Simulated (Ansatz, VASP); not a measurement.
# Two plane-wave programs on WS2

INCAR

```
SYSTEM = WS2
PREC = Accurate
ENCUT = 520
EDIFF = 1E-7
ISMEAR = 0
SIGMA = 0.05
LREAL = .FALSE.
LASPH = .TRUE.
NELM = 80
ALGO = Normal
ISIF = 2
LWAVE = .FALSE.
LCHARG = .TRUE.
GGA = PS
LELF = .TRUE.
LVHAR = .TRUE.
NBANDS = 20
```

Contents of KPOINTS:

```
regular mesh
0
G
  12 12 2
  0 0 0
```

The input POSCAR:

```
WS2
1.0
    3.1457762248      0.0000000000      0.0000000000
   -1.5728881124      2.7243221253      0.0000000000
    0.0000000000      0.0000000000     16.9534210846
W S
1 2
Direct
    0.2648382979      0.5932539090      0.0000000000
    0.6666666667      0.3333333333      0.9075761491
    0.6666666667      0.3333333333      0.0924238509
```

Input for Ansatz:

```yaml
crystal:
  lattice:
    - [3.1457762248, 0.0, 0.0]
    - [-1.5728881124, 2.7243221253, 0.0]
    - [0.0, 0.0, 16.9534210846]
  atoms:
    - { symbol: W, position: [0.2648382979, 0.593253909, 0.0] }
    - { symbol: S, position: [0.6666666667, 0.3333333333, 0.9075761491] }
    - { symbol: S, position: [0.6666666667, 0.3333333333, 0.0924238509] }
basis:
  ecutwfc: 420
kpoints:
  mp_grid: { grid: [12, 12, 2] }
hamiltonian:
  xc: pbesol
scf:
  occupations: { method: gaussian, width: 0.05 }
output:
  forces: true
  stress: true
  eigenvalues: true
```

Alike in both runs: task single point; functional PBEsol; k mesh 12 × 12 × 2; occupations gaussian, width 0.05 eV; no spin polarisation.

|  | VASP | Ansatz |
| --- | --- | --- |
| version | VASP 6.6.1 | Ansatz 0.2.0 |
| potentials or method | VASP PAW PBE potentials, release 64 (W_sv, S), cutoff 520 eV | scalar-relativistic, plane waves, PAW |
| valence electrons in the cell | 26 | 26 |

VASP gave:

| Item | Value |
| --- | --- |
| gap on the k mesh at the Fermi level (eV) | 1.63 |
| least direct gap on the mesh (eV) | 1.88 |
| rms of the force components (eV/Å) | 1.947 |

**Question.** What did Ansatz give for the same quantities?

**Answer.** gap on the k mesh at the Fermi level (eV): 1.64; least direct gap on the mesh (eV): 1.88; rms of the force components (eV/Å): 1.943.

VASP's potentials were made for PBE, not for PBEsol. Atom by atom the forces differ by 0.010 eV/Å (rms over components).

Neither program's run includes spin-orbit coupling.
